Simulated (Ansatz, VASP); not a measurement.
WC: VASP beside Ansatz

Contents of INCAR:

```
SYSTEM = WC
PREC = Accurate
ENCUT = 520
EDIFF = 1E-7
ISMEAR = 0
SIGMA = 0.15
LREAL = .FALSE.
LASPH = .TRUE.
NELM = 100
ALGO = Normal
ISIF = 2
LWAVE = .FALSE.
LCHARG = .FALSE.
GGA = PS
NBANDS = 16
```

File KPOINTS:

```
regular mesh
0
G
  6 6 6
  0 0 0
```

File POSCAR:

```
WC
1.0
    2.9005014360      0.0000000000      0.0000000000
   -1.4502507180      2.5119079273      0.0000000000
    0.0000000000      0.0000000000      2.8290000000
W C
1 1
Direct
   -0.0865212091     -0.0633379210      0.0000000000
    0.6666666667      0.3333333333      0.5000000000
```

Input for Ansatz:

```yaml
crystal:
  lattice:
    - [2.900501436, 0.0, 0.0]
    - [-1.450250718, 2.5119079273, 0.0]
    - [0.0, 0.0, 2.829]
  atoms:
    - { symbol: W, position: [-0.0865212091, -0.063337921, 0.0] }
    - { symbol: C, position: [0.6666666667, 0.3333333333, 0.5] }
basis:
  ecutwfc: 420
kpoints:
  mp_grid: { grid: [6, 6, 6] }
hamiltonian:
  xc: pbesol
scf:
  occupations: { method: gaussian, width: 0.15 }
output:
  forces: true
  stress: true
  eigenvalues: true
```

Alike in both runs: task single point; functional PBEsol; k mesh 6 × 6 × 6; occupations gaussian, width 0.15 eV; no spin polarisation.

|  | VASP | Ansatz |
| --- | --- | --- |
| version | VASP 6.6.1 | Ansatz 0.2.0 |
| potentials or method | VASP PAW PBE potentials, release 64 (W_sv, C), cutoff 520 eV | scalar-relativistic, plane waves, PAW |
| valence electrons in the cell | 18 | 18 |

```csv
,VASP,Ansatz,Ansatz less VASP
gap on the k mesh at the Fermi level (eV),none,none,-
pressure (GPa),7.9,6.6,-1.31
"traceless stress, the component that is largest in VASP (GPa)",-8.09,-7.78,+0.306
rms of the force components (eV/Å),1.776,1.767,-0.0093
```

VASP's potentials were made for PBE, not for PBEsol. Atom by atom the forces differ by 0.010 eV/Å (rms over components). A gap of «none» marks a metal or a gap that the smearing closes. The functional is the same, so the differences come from potentials, cutoffs and numerics.

The k mesh is coarse, so the values compare programs but aren't converged. Neither program's run includes spin-orbit coupling.
